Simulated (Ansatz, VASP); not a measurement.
Si in VASP and in Ansatz

POSCAR

```
Si
1.0
    0.0000000000      2.7221188962      2.7221188962
    2.7221188962      0.0000000000      2.7221188962
    2.7221188962      2.7221188962      0.0000000000
Si
2
Direct
    0.0000000000      0.0000000000      0.0000000000
    0.2500000000      0.2500000000      0.2500000000
```

Contents of INCAR.step1:

```
SYSTEM = Si
PREC = Accurate
ENCUT = 520
ISMEAR = 1
SIGMA = 0.05
LREAL = .FALSE.
LASPH = .TRUE.
NELM = 80
NBANDS = 11
GGA = PE
ALGO = Normal
EDIFF = 1E-4
LWAVE = .TRUE.
LCHARG = .FALSE.
```

File INCAR.step2:

```
SYSTEM = Si
PREC = Accurate
ENCUT = 520
EDIFF = 1E-6
ISMEAR = 1
SIGMA = 0.05
LREAL = .FALSE.
LASPH = .TRUE.
NELM = 80
ALGO = Normal
ISIF = 2
LWAVE = .FALSE.
LCHARG = .TRUE.
METAGGA = R2SCAN
LMIXTAU = .TRUE.
LELF = .TRUE.
LVHAR = .TRUE.
NBANDS = 11
ISTART = 1
```

Contents of KPOINTS:

```
Automatic mesh
0
G
  6 6 6
  0 0 0
```

Input for Ansatz:

```yaml
crystal:
  lattice:
    - [0.0, 2.7221188962, 2.7221188962]
    - [2.7221188962, 0.0, 2.7221188962]
    - [2.7221188962, 2.7221188962, 0.0]
  atoms:
    - { symbol: Si, position: [0.0, 0.0, 0.0] }
    - { symbol: Si, position: [0.25, 0.25, 0.25] }
kpoints:
  mp_grid: { grid: [6, 6, 6] }
hamiltonian:
  xc: r2scan
scf:
  occupations: { method: methfessel_paxton, width: 0.05 }
  n_extra_bands: 4
output:
  forces: true
  stress: true
  eigenvalues: true
```

Alike in both runs: task single point; functional r2SCAN; k mesh 6 × 6 × 6; occupations methfessel-paxton of order 1, width 0.05 eV; no spin polarisation.

```csv
,VASP,Ansatz
version,VASP 6.6.1,Ansatz 0.2.0
potentials or method,"VASP PAW PBE potentials, release 64 (Si)",plane waves
plane-wave cutoff (eV),520,500
valence electrons in the cell,8,8
```

```tsv
	VASP	Ansatz	Ansatz less VASP
gap on the k mesh at the Fermi level (eV)	0.93	0.92	-0.015
pressure (GPa)	-0.2	0.1	+0.24
```

VASP's potentials were made for PBE, not for r2SCAN.
